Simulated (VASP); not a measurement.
A run of VASP 6.6.1 is set up as follows.

The input INCAR:

```
SYSTEM = SnO2
ALGO     = Normal         ! electronic algorithm
EDIFF    = 1E-6           ! SCF threshold, eV
ENCUT    = 520            ! plane-wave cutoff, eV
GGA      = PE             ! functional
ISIF     = 2              ! what is computed and relaxed
ISMEAR   = 0              ! smearing method
LASPH    = .True.         ! aspherical terms in the spheres
LCHARG   = .False.        ! write CHGCAR
LREAL    = .False.        ! projectors in reciprocal space
LWAVE    = .False.        ! write WAVECAR
NBANDS   = 35             ! bands
NELM     = 100            ! most SCF steps
PREC     = Accurate       ! precision mode
SIGMA    = 0.05           ! smearing width, eV
```

The input KPOINTS:

```
k-points
0
Gamma
  6 6 8
  0 0 0
```

File POSCAR:

```
SnO2
1.0
    4.8277049961      0.0000000000      0.0000000000
    0.0000000000      4.8277049961      0.0000000000
    0.0000000000      0.0000000000      3.2379909406
Sn O
2 4
Direct
    0.0000000000      0.0000000000     -0.0617666954
    0.5000000000      0.5000000000      0.5000000000
    0.3066050863      0.3066050863      0.0000000000
    0.1933949137      0.8066050863      0.5000000000
    0.6933949137      0.6933949137      0.0000000000
    0.8066050863      0.1933949137      0.5000000000
```

Potentials or basis: VASP PAW PBE potentials, release 64 (Sn_d, O).

Command:

```bash
$ cat potpaw_PBE.64/Sn_d/POTCAR potpaw_PBE.64/O/POTCAR > POTCAR
$ mpirun -np 1 vasp_std > vasp.out
```

(1) Estimate the largest force.

(2) What does it give for the band gap on the k mesh?

(3) Estimate the pressure.

Answers

(1) 3.817 eV/Å.

(2) 0.68 eV, direct.

(3) 3.4 GPa.

Caveat: the cell differs from its parent crystal (atom 1 (Sn) moved by (+0.000, -0.200) A along x and z); spin-orbit coupling is left out, which moves the levels of the heavy elements; forces of over 1 eV/Å act on the atoms, so gaps and moduli don't describe the material at rest.
